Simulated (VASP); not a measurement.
Crystal: Zn.

```xyz
1
Lattice="2.6851 0.0000 0.0000 -1.3426 2.3254 0.0000 0.0000 0.0000 2.5240" Properties=species:S:1:pos:R:3 pbc="T T T"
Zn    0.0000    0.0000    0.0000
```

This isn't the form of Zn at room conditions, which is hcp.

```yaml
Program: VASP 6.6.1
Task: relaxation of cell and atoms
Functional: PBE
Potentials_or_basis: VASP PAW PBE potentials, release 64 (Zn)
Cutoff: 600 eV
k_mesh: 16 × 16 × 15
Occupations: fermi-dirac, width 0.1 eV
Spin: no spin polarisation
```

At the start: pressure 5.6 GPa; volume 15.76 Å³/atom.

Question: How do energy, volume and symmetry change on relaxing?

Answer: Over 18 steps the energy falls by 79.0 meV/atom and the volume is 17.62 Å³/atom (+11.8 %); space group P6/mmm (No. 191, to 0.1 Å) before and after.

The path:
| step | energy change (eV) | largest force (eV/Å) | pressure (GPa) | volume (Å³) |
| --- | --- | --- | --- | --- |
| 1 | 0.0000 | 0.0000 | 5.57 | 15.76 |
| 2 | -0.0438 | 0.0000 | -0.19 | 17.03 |
| 3 | -0.0472 | 0.0000 | -1.67 | 17.46 |
| 4 | -0.0474 | 0.0000 | -1.76 | 17.55 |
| 5 | -0.0600 | 0.0000 | -0.98 | 17.26 |
| 6 | -0.0703 | 0.0000 | 2.21 | 16.63 |
| 7 | -0.0765 | 0.0000 | 1.61 | 17.07 |
| 8 | -0.0768 | 0.0000 | 1.55 | 17.33 |
| 9 | -0.0771 | 0.0000 | 1.46 | 17.23 |
| 10 | -0.0783 | 0.0000 | -0.82 | 17.76 |
| 11 | -0.0789 | 0.0000 | 0.07 | 17.56 |
| 12 | -0.0789 | 0.0000 | 0.10 | 17.56 |
| 13 | -0.0790 | 0.0000 | -0.01 | 17.58 |
| 14 | -0.0790 | 0.0000 | -0.03 | 17.60 |
| 15 | -0.0790 | 0.0000 | -0.14 | 17.64 |
| 16 | -0.0790 | 0.0000 | 0.09 | 17.61 |
| 17 | -0.0790 | 0.0000 | -0.05 | 17.63 |
| 18 | -0.0790 | 0.0000 | 0.01 | 17.62 |

Final structure:
```xyz
1
Lattice="2.5782 0.0000 0.0000 -1.2891 2.2328 0.0000 0.0000 0.0000 3.0617" Properties=species:S:1:pos:R:3 pbc="T T T"
Zn    0.0000    0.0000    0.0000
```

Caveat: a cell axis changed by over 15 % at a fixed basis, so the end point is rough.
